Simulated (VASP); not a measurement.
Wanted: the native input for a VASP 6.6.1 run.

- Task: electric field gradients
- Functional: PBEsol
- Potentials or basis: VASP PAW PBE potentials, release 64 (Hf_pv)
- Cutoff: 520 eV
- k mesh: 6 × 6 × 4
- Occupations: fermi-dirac, width 0.05 eV
- Spin: no spin polarisation
- Dipole correction: no
- Further INCAR settings: LREAL = Auto; ALGO = Normal; EDIFF = 1e-08; NBANDS = 94

The structure of Hf lies in POSCAR:

```
Hf
1.0
    6.3934000000      0.0000000000      0.0000000000
   -3.1967000000      5.5368468166      0.0000000000
    0.0000000000      0.0000000000     10.1156000000
Hf
16
Direct
    0.1666666666      0.3333333334      0.1250000000
    0.1666666666      0.3333333334      0.6250000000
    0.1666666666      0.8333333334      0.1250000000
    0.1666666666      0.8333333334      0.6250000000
    0.6666666666      0.3333333334      0.1250000000
    0.6666666666      0.3333333334      0.6250000000
    0.6666666666      0.8333333334      0.1250000000
    0.6666666666      0.8333333334      0.6250000000
    0.3333333334      0.1666666666      0.3750000000
    0.3333333334      0.1666666666      0.8750000000
    0.3333333334      0.6666666666      0.3750000000
    0.3333333334      0.6666666666      0.8750000000
    0.8333333334      0.1666666666      0.3750000000
    0.8333333334      0.1666666666      0.8750000000
    0.8333333334      0.6666666666      0.3750000000
    0.8333333334      0.6666666666      0.8750000000
```

These files were run (other wordings do the same):

INCAR

```
PREC = Accurate ; ENCUT = 520
EDIFF = 1E-8 ; ISMEAR = -1
SIGMA = 0.05 ; LREAL = Auto
LASPH = True ; NELM = 80
ALGO = Normal ; ISIF = 2
LWAVE = False ; LCHARG = False
GGA = PS ; LEFG = True
NBANDS = 94
```

KPOINTS

```
Automatic mesh
0
Gamma
  6 6 4
```

Potentials or basis: VASP PAW PBE potentials, release 64 (Hf_pv).

Command:

```console
$ cat potpaw_PBE.64/Hf_pv/POTCAR > POTCAR
$ mpirun -np 1 vasp_std > vasp.out
```

Results of the run:

```json
{"Pressure": "-4.1 GPa", "Band gap on the k mesh": "zero (bands 80 and 81 overlap by 1.20 eV)", "Largest electric field gradient by atom": "Hf +80.7 V/Å²"}
```

Caveat: the cell stands under tension; without QUAD_EFG the Cq values of the log hold for a quadrupole moment of 1 mb, not for the nuclei; the PAW data sets were made with another functional, which shifts forces and pressure a little; spin-orbit coupling is left out, which moves the levels of the heavy elements.

Run time: 35 min on 1 thread of Oxide Virtual Turin-like Processor (shared host), peak memory 0.68 GiB.
